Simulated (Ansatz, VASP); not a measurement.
Hg: VASP beside Ansatz

```
Hg
1.0
     3.46181    0.00000    0.00000
    -1.73090    2.99802    0.00000
     0.00000    0.00000    5.48755
Hg
2
Direct
  0.33333 0.66667 0.25000
  0.66667 0.33333 0.75000
```

Alike in both runs: functional LDA; k mesh 9 × 9 × 5; occupations fermi-dirac, width 0.05 eV; no spin polarisation.

|  | VASP | Ansatz |
| --- | --- | --- |
| version | VASP 6.6.1 | Ansatz 0.2.0 |
| potentials or method | VASP PAW LDA potentials, release 64 (Hg), cutoff 520 eV | all-electron LAPW, scalar-relativistic |
| task | single point | band structure |

```tsv
	VASP	Ansatz	Ansatz less VASP
gap on the k mesh at the Fermi level (eV)	none	none	-
pressure (GPa)	-4.2	-4.2	-0.05
```

LDA's correlation is that of Perdew and Zunger in VASP and of Perdew and Wang (1992) in Ansatz. A gap of «none» marks a metal or a gap that the smearing closes. Ansatz ran all-electron here, and VASP with PAW potentials.

Spin-orbit coupling is off throughout.
